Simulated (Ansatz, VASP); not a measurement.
# CuO: VASP beside Ansatz

Contents of INCAR:

```
SYSTEM = CuO
PREC = Accurate
ENCUT = 600
EDIFF = 1E-6
ISMEAR = -1
SIGMA = 0.05
LREAL = .False.
LASPH = .True.
NELM = 120
ALGO = Normal
ISIF = 2
LWAVE = .False.
LCHARG = .False.
GGA = PE
NBANDS = 25
GGA_COMPAT = .False.
```

The input KPOINTS:

```
regular mesh
0
Gamma
  7 7 5
  0 0 0
```

Contents of POSCAR:

```
CuO
1.0
    3.4220509700     -0.0342205097      0.0000000000
   -0.0342205097      3.4220509700      0.0000000000
    0.0000000000      0.0000000000      4.2604614800
Cu O
2 2
Direct
    0.0000000000      0.5000000000      0.0000000000
    0.5000000000      0.0000000000      0.5000000000
    0.0000000000      0.0000000000      0.2500000000
    0.0000000000      0.0000000000      0.7500000000
```

input.yaml

```yaml
crystal:
  lattice:
    - [3.42205097, -0.0342205097, 0.0]
    - [-0.0342205097, 3.42205097, 0.0]
    - [0.0, 0.0, 4.26046148]
  atoms:
    - { symbol: Cu, position: [0.0, 0.5, 0.0] }
    - { symbol: Cu, position: [0.5, 0.0, 0.5] }
    - { symbol: O, position: [0.0, 0.0, 0.25] }
    - { symbol: O, position: [0.0, 0.0, 0.75] }
hamiltonian:
  xc: pbe
  pseudopotentials: { kind: paw }
kpoints:
  mp_grid: { grid: [7, 7, 5] }
  band_path:
    path:
      - [[0.0, 0.0, 0.0], [0.4901970395, 0.4901970395, 0.0], [0.0, 0.5, 0.0], [0.0, 0.5, 0.5], [0.4901970395, 0.4901970395, 0.5], [0.0, 0.0, 0.5], [0.0, 0.0, 0.0], [-0.5, 0.5, 0.0], [-0.4901970395, 0.5098029605, 0.0], [-0.4901970395, 0.5098029605, 0.5], [-0.5, 0.5, 0.5], [-0.5, 0.5, 0.0]]
      - [[0.0, 0.0, 0.5], [-0.5, 0.5, 0.5]]
    npoints: 14
scf:
  occupations: { method: fermi_dirac, width: 0.05 }
  n_extra_bands: 10
output:
  forces: true
  stress: true
  eigenvalues: true
  fatbands: false
  write_density: true
  write_potential: true
  elf: true
  volumetric_format: npy
```

Alike in both runs: functional PBE; k mesh 7 × 7 × 5; occupations fermi-dirac, width 0.05 eV; no spin polarisation.

|  | VASP | Ansatz |
| --- | --- | --- |
| version | VASP 6.6.1 | Ansatz 0.2.0 |
| potentials or method | VASP PAW PBE potentials, release 64 (Cu, O) | Ansatz PAW |
| plane-wave cutoff (eV) | 600 | 420 |
| valence electrons in the cell | 34 | 50 |
| task | single point | band structure |

Ansatz gave:

| Property | Result |
| --- | --- |
| gap on the k mesh at the Fermi level (eV) | none |
| pressure (GPa) | -2.8 |
| traceless stress, the component that is largest in VASP (GPa) | 24.19 |

Q: Estimate VASP's values.

A: gap on the k mesh at the Fermi level (eV): none; pressure (GPa): -2.2; traceless stress, the component that is largest in VASP (GPa): 23.64.

A gap of «none» marks a metal or a gap that the smearing closes. VASP's potentials hold 34 valence electrons a cell and Ansatz's 50, so a difference there can come from the potentials and not from the codes.
